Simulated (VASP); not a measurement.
Crystal: SiC.

```
Si C
1.0
     3.07600    0.00000    0.00000
    -1.53800    2.66389    0.00000
     0.00000    0.00000    5.04800
Si C
2 2
Direct
  0.66667 0.33333 0.50000
  0.33333 0.66667 0.00000
  0.66667 0.33333 0.88500
  0.33333 0.66667 0.38500
```

Base run:

- Program: VASP 6.6.1
- Functional: BLYP
- Potentials or basis: VASP PAW PBE potentials, release 64 (Si, C)
- Cutoff: 520 eV
- k mesh: 10 × 10 × 5
- Occupations: fermi-dirac, width 0.05 eV
- Spin: no spin polarisation

Its results: band gap on the k mesh 2.82 eV (least direct gap 4.34 eV); pressure 8.8 GPa; largest force 0.763 eV/Å.

Task: The run is repeated on the same cell with these changes: functional from BLYP to PBE0; k mesh from 10 × 10 × 5 to 5 × 5 × 3. What comes out?

Result: Band gap on the k mesh 4.52 eV (least direct gap 6.08 eV); pressure -1.6 GPa; largest force 0.762 eV/Å.

Several settings changed at once.

Caveats: some runs use coarse meshes; the PAW data sets were made with another functional, which shifts forces and pressure a little; the cell stands under pressure (at least some runs).

A k mesh can miss the band edges.
